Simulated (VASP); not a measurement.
MgO: single point with PBE+D3(BJ)

The system is MgO, a slab with vacuum.

```
Mg O
1.0
     5.95062    0.00000    0.00000
     0.00000    5.95062    0.00000
     0.00000    0.00000   23.31158
Mg O
16 16
Direct
  0.25000 0.25000 0.36463
  0.25000 0.75000 0.36463
  0.75000 0.25000 0.36463
  0.75000 0.75000 0.36463
  0.50000 0.50000 0.45488
  0.50000 0.00000 0.45488
  0.00000 0.50000 0.45488
  0.00000 0.00000 0.45488
  0.75000 0.75000 0.54551
  0.75000 0.25000 0.54551
  0.25000 0.75000 0.54551
  0.25000 0.25000 0.54551
  0.00000 0.00000 0.63518
  0.00000 0.50000 0.63518
  0.50000 0.00000 0.63518
  0.50000 0.50000 0.63518
  0.50000 0.50000 0.36463
  0.50000 0.00000 0.36463
  0.00000 0.50000 0.36463
  0.00000 0.00000 0.36463
  0.75000 0.75000 0.45488
  0.75000 0.25000 0.45488
  0.25000 0.75000 0.45488
  0.25000 0.25000 0.45488
  0.00000 0.00000 0.54526
  0.00000 0.50000 0.54526
  0.50000 0.00000 0.54526
  0.50000 0.50000 0.54526
  0.25000 0.25000 0.63734
  0.25000 0.75000 0.63734
  0.75000 0.25000 0.63734
  0.75000 0.75000 0.63734
```

| Property | Result |
| --- | --- |
| Program | VASP 6.6.1 |
| Task | single point |
| Functional | PBE |
| Dispersion | D3(BJ) |
| Potentials or basis | VASP PAW PBE potentials, release 64 (Mg, O) |
| Cutoff | 520 eV |
| k mesh | 5 × 5 × 1 |
| Occupations | gaussian, width 0.05 eV |
| Spin | no spin polarisation |

The largest force is 0.546 eV/Å. The band gap on the k mesh is 3.35 eV and the dispersion energy per atom is -0.220 eV.

Forces on the atoms (eV/Å):
```
Mg   0.000  0.000  0.439
Mg   0.000  0.000  0.439
Mg   0.000  0.000  0.439
Mg   0.000  0.000  0.439
Mg   0.000  0.000  0.073
Mg   0.000  0.000  0.073
Mg   0.000  0.000  0.073
Mg   0.000  0.000  0.073
Mg   0.000  0.000 -0.003
Mg   0.000  0.000 -0.003
Mg   0.000  0.000 -0.003
Mg   0.000  0.000 -0.003
Mg   0.000  0.000 -0.025
Mg   0.000  0.000 -0.025
Mg   0.000  0.000 -0.025
Mg   0.000  0.000 -0.025
O    0.000  0.000 -0.546
O    0.000  0.000 -0.546
O    0.000  0.000 -0.546
O    0.000  0.000 -0.546
O    0.000  0.000  0.060
O    0.000  0.000  0.060
O    0.000  0.000  0.060
O    0.000  0.000  0.060
O    0.000  0.000 -0.016
O    0.000  0.000 -0.016
O    0.000  0.000 -0.016
O    0.000  0.000 -0.016
O    0.000  0.000  0.017
O    0.000  0.000  0.017
O    0.000  0.000  0.017
O    0.000  0.000  0.017
```

Levels at points of the mesh, in eV from the valence-band top:
```
           k point  band 61  band 62  band 63  band 64  band 65  band 66  band 67  band 68
(0.00, 0.00, 0.00)    -0.20    -0.20     0.00     0.00     3.35     3.84     5.00     5.69
```

Wall time 28 min on 1 thread of Oxide Virtual Turin-like Processor, on a shared host, peak memory 0.88 GiB.
